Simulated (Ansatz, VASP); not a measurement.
**Two plane-wave programs on B**

```xyz
2
Lattice="1.8749 0.0000 0.0000 -0.9375 1.6238 0.0000 0.0000 0.0000 5.6417" Properties=species:S:1:pos:R:3 pbc="T T T"
B     0.0000    0.0000    0.8756
B     0.0000    0.0000    4.7661
```

Alike in both runs: task relaxation of cell and atoms; functional PBE; k mesh 12 × 12 × 4; occupations gaussian, width 0.1 eV; no spin polarisation.

|  | VASP | Ansatz |
| --- | --- | --- |
| version | VASP 6.6.1 | Ansatz 0.2.0 |
| potentials or method | VASP PAW PBE potentials, release 64 (B_h), cutoff 910 eV | scalar-relativistic, plane waves, PAW |
| valence electrons in the cell | 6 | 6 |

```csv
,VASP,Ansatz,Ansatz less VASP
"gap on the k mesh at the Fermi level, each at its own relaxed structure (eV)",none,none,-
relaxed volume (Å³/atom),8.45,8.16,-0.292
relaxed cell length with the largest relative difference (Å),5.730,5.523,-0.2070
```

A gap of «none» marks a metal or a gap that the smearing closes.
